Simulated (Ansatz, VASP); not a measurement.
**TlBr: VASP beside Ansatz**

The input INCAR:

```
SYSTEM = TlBr
PREC = Accurate
ENCUT = 500
EDIFF = 1E-6
ISMEAR = 0
SIGMA = 0.05
LREAL = .False.
LASPH = .True.
NELM = 120
ALGO = Normal
ISIF = 2
LWAVE = .False.
LCHARG = .False.
GGA = PS
NBANDS = 17
GGA_COMPAT = .False.
```

KPOINTS

```
Automatic mesh
0
Gamma
  8 8 8
  0 0 0
```

Contents of POSCAR:

```
TlBr
1.0
    3.9852429498      0.0000000000      0.0000000000
    0.0000000000      3.9852429498      0.0000000000
    0.0000000000      0.0000000000      3.9852429498
Tl Br
1 1
Direct
    0.0000000000      0.0000000000      0.0000000000
    0.5000000000      0.5000000000      0.5000000000
```

Input for Ansatz:

```yaml
crystal:
  lattice:
    - [3.9852429498, 0.0, 0.0]
    - [0.0, 3.9852429498, 0.0]
    - [0.0, 0.0, 3.9852429498]
  atoms:
    - { symbol: Tl, position: [0.0, 0.0, 0.0] }
    - { symbol: Br, position: [0.5, 0.5, 0.5] }
basis:
  ecutwfc: 420
  ecutrho_ratio: 4
kpoints:
  mp_grid: { grid: [8, 8, 8] }
hamiltonian:
  xc: pbesol
scf:
  occupations: { method: gaussian, width: 0.05 }
output:
  forces: true
  stress: true
  eigenvalues: true
```

Alike in both runs: task single point; functional PBEsol; k mesh 8 × 8 × 8; occupations gaussian, width 0.05 eV; no spin polarisation.

|  | VASP | Ansatz |
| --- | --- | --- |
| version | VASP 6.6.1 | Ansatz 0.2.0 |
| potentials or method | VASP PAW PBE potentials, release 64 (Tl_d, Br), cutoff 500 eV | scalar-relativistic, plane waves, PAW |
| valence electrons in the cell | 20 | 20 |

```csv
,VASP,Ansatz,Ansatz less VASP
gap on the k mesh at the Fermi level (eV),1.74,1.74,-0.004
least direct gap on the mesh (eV),1.74,1.74,-0.004
pressure (GPa),-1.3,-1.3,+0.03
```

VASP's potentials were made for PBE, not for PBEsol.

Neither program's run includes spin-orbit coupling.
